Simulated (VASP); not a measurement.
Set up this calculation in VASP 6.6.1, as the native input.

```yaml
Task: single point
Functional: PBE
Potentials_or_basis: VASP PAW PBE potentials, release 64 (Sn_d)
Cutoff: 520 eV
k_mesh: 4 × 4 × 4
Occupations: fermi-dirac, width 0.05 eV
Spin: no spin polarisation
Dipole_correction: no
Further_INCAR_settings: ALGO = Fast; EDIFF = 1e-06; NBANDS = 21
```

The structure of Sn lies in POSCAR:

```
Sn
1.0
    0.0000000000      3.2333428000      3.2333428000
    3.2333428000      0.0000000000      3.2333428000
    3.2333428000      3.2333428000      0.0000000000
Sn
2
Direct
    0.7500000000      0.7500000000      0.7500000000
    0.5000000000      0.5000000000      0.5000000000
```

This isn't the form of Sn at room conditions, which is tetragonal (white tin).

One way to write it, as run:

INCAR

```
SYSTEM = Sn
  PREC = Accurate
  ENCUT = 520
  EDIFF = 1E-6
  ISMEAR = -1
  SIGMA = 0.05
  LREAL = .False.
  LASPH = .True.
  NELM = 80
  ALGO = Fast
  ISIF = 2
  LWAVE = .False.
  LCHARG = .False.
  GGA = PE
  NBANDS = 21
```

KPOINTS

```
Automatic mesh
0
Gamma
  4 4 4
  0 0 0
```

Potentials or basis: VASP PAW PBE potentials, release 64 (Sn_d).

Launch:

```sh
$ cat potpaw_PBE.64/Sn_d/POTCAR > POTCAR
$ mpirun -np 1 vasp_std > vasp.out
```

It gave:

The pressure is 4.4 GPa and the band gap on the k mesh is zero (bands 14 and 15 overlap by 0.07 eV).

Caveat: the k points lie up to 0.42 Å⁻¹ apart; spin-orbit coupling is left out, which moves the levels of the heavy elements.

Wall time 36 s on 1 thread of Intel Xeon 8259CL (shared host), peak memory 0.19 GiB.
